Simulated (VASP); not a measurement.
Set up this calculation in VASP 6.6.1, as the native input.

| Item | Value |
| --- | --- |
| Task | relaxation of cell and atoms |
| Functional | PBE |
| Potentials or basis | VASP PAW PBE potentials, release 64 (Au) |
| Cutoff | 600 eV |
| k mesh | 20 × 20 × 20 |
| Occupations | fermi-dirac, width 0.15 eV |
| Spin | no spin polarisation |
| Dipole correction | no |
| Further INCAR settings | ALGO = Normal; EDIFF = 1e-06; IBRION = 2; EDIFFG = -0.001; NSW = 80; ISIF = 3 |

The structure of Au lies in POSCAR:

```
Au
1.0
    0.0000000000      2.0790566372      2.0790566372
    2.0790566372      0.0000000000      2.0790566372
    2.0790566372      2.0790566372      0.0000000000
Au
1
Direct
    0.0000000000      0.0000000000      0.0000000000
```

The input as run:

INCAR

```
ALGO = Normal ; EDIFF = 1E-6
EDIFFG = -0.001 ; ENCUT = 600
GGA = PE ; IBRION = 2
ISIF = 3 ; ISMEAR = -1
LASPH = T ; LCHARG = F
LREAL = F ; LWAVE = F
NELM = 100 ; NSW = 80
PREC = Accurate ; SIGMA = 0.15
```

KPOINTS

```
k-points
0
Gamma
  20 20 20
```

Potentials or basis: VASP PAW PBE potentials, release 64 (Au).

The run is started by

```bash
$ cat potpaw_PBE.64/Au/POTCAR > POTCAR
$ mpirun -np 1 vasp_std > vasp.out
```

Results of the run:

```json
{
 "Relaxed volume": "17.96 Å³/atom",
 "Relaxed cell": "a = 2.939 Å, b = 2.939 Å, c = 2.939 Å, α = 60.00°, β = 60.00°, γ = 60.00°",
 "Space group after relaxing (to 0.05 Å)": "Fm-3m (No. 225)",
 "Energy gained by relaxing": "0.0 meV/atom",
 "Ionic steps": "11",
 "Pressure after relaxing": "0.0 GPa"
}
```

Run time: 2.4 min on 1 thread of Intel Xeon 8259CL, with other jobs on the host, peak memory 0.19 GiB.
